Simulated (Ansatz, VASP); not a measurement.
One calculation of Be2ZnSe3, two programs

```xyz
6
Lattice="-1.8899 1.8899 8.1135 1.8899 -1.8899 8.1135 1.8899 1.8899 -8.1135" Properties=species:S:1:pos:R:3 pbc="T T T"
Be    0.0000    0.0000    5.3215
Be    0.0000    0.0000   10.9054
Zn    0.0000    0.0000    0.0000
Se    1.8899    0.0000    6.5637
Se    0.0000    1.8899    4.0567
Se    1.8899    0.0000    1.5498
```

Alike in both runs: functional PBE; k mesh 6 × 6 × 6; occupations gaussian, width 0.1 eV; no spin polarisation.

Ansatz relaxed the structure, and its values are those at the end. VASP's run is a single point on that final structure, the one shown.

```csv
,VASP,Ansatz
version,VASP 6.6.1,Ansatz 0.2.0
potentials or method,"VASP PAW PBE potentials, release 64 (Be, Zn, Se), cutoff 520 eV","scalar-relativistic, plane waves, PAW"
valence electrons in the cell,34,64
```

VASP gave:

| Quantity | Value |
| --- | --- |
| gap on the k mesh at the Fermi level (eV) | 2.64 |
| least direct gap on the mesh (eV) | 2.66 |
| pressure (GPa) | 0.1 |
| rms of the force components (eV/Å) | 0.005 |

Problem. What did Ansatz give for the same quantities?

Solution. gap on the k mesh at the Fermi level (eV): 2.65; least direct gap on the mesh (eV): 2.66; pressure (GPa): -0.1; rms of the force components (eV/Å): 0.002.

VASP's potentials hold 34 valence electrons a cell and Ansatz's 64, so a difference there can come from the potentials and not from the codes.
